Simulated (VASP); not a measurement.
Input of a VASP 6.6.1 run:

Contents of INCAR:

```
  ALGO = Normal
  EDIFF = 1E-6
  ENCUT = 520
  GGA = CA
  ISIF = 2
  ISMEAR = 0
  LASPH = T
  LCHARG = F
  LREAL = Auto
  LWAVE = F
  NBANDS = 86
  NELECT = 144.0
  NELM = 80
  PREC = Accurate
  SIGMA = 0.02
```

The input KPOINTS:

```
k-points
0
Gamma
  3 3 3
```

File POSCAR:

```
Ga8As7Se
1.0
    0.0000000000      5.6033815718     -5.6033815718
    5.6033815718      5.6033815718      0.0000000000
    5.6033815718      0.0000000000     -5.6033815718
Ga Se As
8 1 7
Direct
    0.4993811482     -0.0034274113      0.5033006083
    0.4993871704      0.5014733013      0.5032766964
   -0.0070159738     -0.0048316736      0.5174325417
   -0.0057003129      0.5015584541      0.5034223274
    0.5132401170     -0.0047244146     -0.0028855723
    0.4993744958      0.5014486331     -0.0015288672
   -0.0067931898     -0.0048904241     -0.0030410678
   -0.0069348659      0.5154882158     -0.0029588925
    0.1230667111      0.1252566574      0.1271938685
    0.1260130242      0.6223253641      0.1300459478
    0.6204019029      0.1280909544      0.1299463376
    0.6202663640      0.6224599919      0.1299310882
    0.1260128007      0.1281782172      0.6241825365
    0.1260078651      0.6223782874      0.6242542171
    0.6201951816      0.1281163293      0.6243100823
    0.6230146572      0.6252699994      0.6271606483
```

Potentials or basis: VASP PAW LDA potentials, release 64 (Ga_d, Se, As).

Launch:

```bash
$ cat potpaw_LDA.64/Ga_d/POTCAR potpaw_LDA.64/Se/POTCAR potpaw_LDA.64/As/POTCAR > POTCAR
$ mpirun -np 1 vasp_std > vasp.out
```

Problem. Predict the largest force.

Solution. 0.008 eV/Å.

Forces on the atoms (eV/Å):
```
Ga   0.002  0.000  0.001
Ga   0.001 -0.003  0.000
Ga  -0.003  0.003  0.002
Ga  -0.002  0.000 -0.001
Ga   0.000 -0.003  0.003
Ga   0.001 -0.001 -0.001
Ga   0.003  0.002 -0.003
Ga  -0.002 -0.003 -0.004
Se  -0.002  0.001  0.002
As   0.001 -0.003 -0.004
As   0.001 -0.003  0.000
As   0.006 -0.001 -0.001
As   0.003  0.007 -0.001
As  -0.006 -0.001  0.002
As  -0.002  0.001  0.005
As  -0.002  0.002  0.000
```

Caveat: the cell carries a net charge on a neutralising background, which shifts energy and pressure.
